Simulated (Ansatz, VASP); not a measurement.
# One calculation of ZnHgO2, two programs

INCAR

```
  PREC = Accurate
  ENCUT = 600
  EDIFF = 1E-6
  ISMEAR = -1
  SIGMA = 0.02
  LREAL = False
  LASPH = True
  NELM = 120
  ALGO = Normal
  ISIF = 2
  LWAVE = False
  LCHARG = False
  GGA = PE
  NBANDS = 30
  GGA_COMPAT = False
```

File KPOINTS:

```
Automatic mesh
0
Gamma
  8 8 6
```

File POSCAR:

```
ZnHgO2
1.0
    3.3263897680      0.0000000000      0.0000000000
    0.0000000000      3.3263897680      0.0000000000
    0.0000000000      0.0000000000      5.1930705645
Zn O Hg
1 2 1
Direct
    0.0000000000      0.0000000000      0.0000000000
    0.0000000000      0.5000000000      0.2034319238
    0.5000000000      0.0000000000      0.7965680762
    0.5000000000      0.5000000000      0.5000000000
```

Input for Ansatz:

```yaml
crystal:
  lattice:
    - [3.326389768, 0.0, 0.0]
    - [0.0, 3.326389768, 0.0]
    - [0.0, 0.0, 5.1930705645]
  atoms:
    - { symbol: Zn, position: [0.0, 0.0, 0.0] }
    - { symbol: O, position: [0.0, 0.5, 0.2034319238] }
    - { symbol: Hg, position: [0.5, 0.5, 0.5] }
    - { symbol: O, position: [0.5, 0.0, 0.7965680762] }
kpoints:
  mp_grid: { grid: [8, 8, 6] }
  band_path:
    path:
      - [0.0, 0.0, 0.0]
      - [0.0, 0.5, 0.0]
      - [0.5, 0.5, 0.0]
      - [0.0, 0.0, 0.5]
      - [0.0, 0.5, 0.5]
      - [0.5, 0.5, 0.5]
      - [0.0, 0.0, 0.1]
    npoints: 1
hamiltonian:
  xc: pbe
scf:
  occupations: { method: fermi_dirac, width: 0.02 }
  n_extra_bands: 5
output:
  forces: true
  stress: true
  eigenvalues: true
```

Alike in both runs: task single point; functional PBE; k mesh 8 × 8 × 6; occupations fermi-dirac, width 0.02 eV; no spin polarisation.

|  | VASP | Ansatz |
| --- | --- | --- |
| version | VASP 6.6.1 | Ansatz 0.2.0 |
| potentials or method | VASP PAW PBE potentials, release 64 (Zn, O, Hg_sv_GW) | plane waves, PAW |
| plane-wave cutoff (eV) | 600 | 420 |
| valence electrons in the cell | 44 | 44 |

|  | VASP | Ansatz | Ansatz less VASP |
| --- | --- | --- | --- |
| pressure (GPa) | 5.3 | 4.9 | -0.36 |
| rms of the force components (eV/Å) | 0.030 | 0.008 | -0.0219 |

Spin-orbit coupling is off throughout.
